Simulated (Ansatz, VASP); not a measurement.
**La2O3 in VASP and in Ansatz**

Contents of INCAR:

```
PREC = Accurate ; ENCUT = 600
EDIFF = 1E-7 ; ISMEAR = -1
SIGMA = 0.05 ; LREAL = F
LASPH = T ; NELM = 150
ALGO = Normal ; ISIF = 3
LWAVE = F ; LCHARG = F
LMAXMIX = 6 ; LDAU = T
LDAUTYPE = 2 ; LDAUL = 3 -1
LDAUU = 1 0 ; LDAUJ = 0 0
LDAUPRINT = 1 ; GGA = CA
IBRION = 2 ; NSW = 60
EDIFFG = -0.01
```

KPOINTS

```
regular mesh
0
Gamma
  8 8 5
```

The input POSCAR:

```
La2O3
1.0
    3.9307778780      0.0000000000      0.0000000000
   -1.9653889390      3.4041534990      0.0000000000
    0.0000000000      0.0000000000      6.1119535200
La O
2 3
Direct
    0.3333333333      0.6666666667      0.2462356800
    0.6666666667      0.3333333333      0.7537643200
    0.0000000000      0.0000000000      0.0000000000
    0.3333333333      0.6666666667      0.6458906500
    0.6666666667      0.3333333333      0.3541093500
```

Contents of input.yaml:

```yaml
crystal:
  lattice:
    - [3.930777878, 0.0, 0.0]
    - [-1.965388939, 3.404153499, 0.0]
    - [0.0, 0.0, 6.11195352]
  atoms:
    - { symbol: La, position: [0.3333333333, 0.6666666667, 0.24623568] }
    - { symbol: La, position: [0.6666666667, 0.3333333333, 0.75376432] }
    - { symbol: O, position: [0.0, 0.0, 0.0] }
    - { symbol: O, position: [0.3333333333, 0.6666666667, 0.64589065] }
    - { symbol: O, position: [0.6666666667, 0.3333333333, 0.35410935] }
hamiltonian:
  xc: lda
  pseudopotentials: { kind: paw }
  hubbard: { sites: [{ species: La, l: f, u_eff: 1.0 }] }
kpoints:
  mp_grid: { grid: [8, 8, 5] }
scf:
  occupations: { method: fermi_dirac, width: 0.05 }
output:
  forces: true
  stress: true
  eigenvalues: true
relax:
  f_tol: 0.01
  max_steps: 40
  cell: { stress_tol: 0.05 }
```

Alike in both runs: task relaxation of cell and atoms; functional LDA; k mesh 8 × 8 × 5; occupations fermi-dirac, width 0.05 eV; no spin polarisation; Hubbard terms La f U = 1.0 eV.

|  | VASP | Ansatz |
| --- | --- | --- |
| version | VASP 6.6.1 | Ansatz 0.2.0 |
| potentials or method | VASP PAW LDA potentials, release 64 (La, O) | Ansatz PAW |
| plane-wave cutoff (eV) | 600 | 420 |
| valence electrons in the cell | 40 | 40 |

VASP gave:

| Quantity | Value |
| --- | --- |
| gap on the k mesh at the Fermi level, each at its own relaxed structure (eV) | 3.81 |
| relaxed volume (Å³/atom) | 15.61 |
| relaxed length of the cell vector where the two differ most in proportion (Å) | 5.959 |

Question: Which values does Ansatz return?

Answer: gap on the k mesh at the Fermi level, each at its own relaxed structure (eV): 3.82; relaxed volume (Å³/atom): 15.61; relaxed length of the cell vector where the two differ most in proportion (Å): 5.969.

LDA's correlation is that of Perdew and Zunger in VASP and of Perdew and Wang (1992) in Ansatz. The programs project onto different local orbitals, so the same U acts differently, and such runs can settle in different states.

Neither program's run includes spin-orbit coupling. Noted on Ansatz's run: the magnetic or orbital state may not be the lowest; odd divisions of the mesh miss points on the zone boundary, where band edges often lie, so the gap on the mesh can be too wide; the plane-wave basis is chosen anew once the cell has moved, so the energies of steps on either side of that aren't comparable.
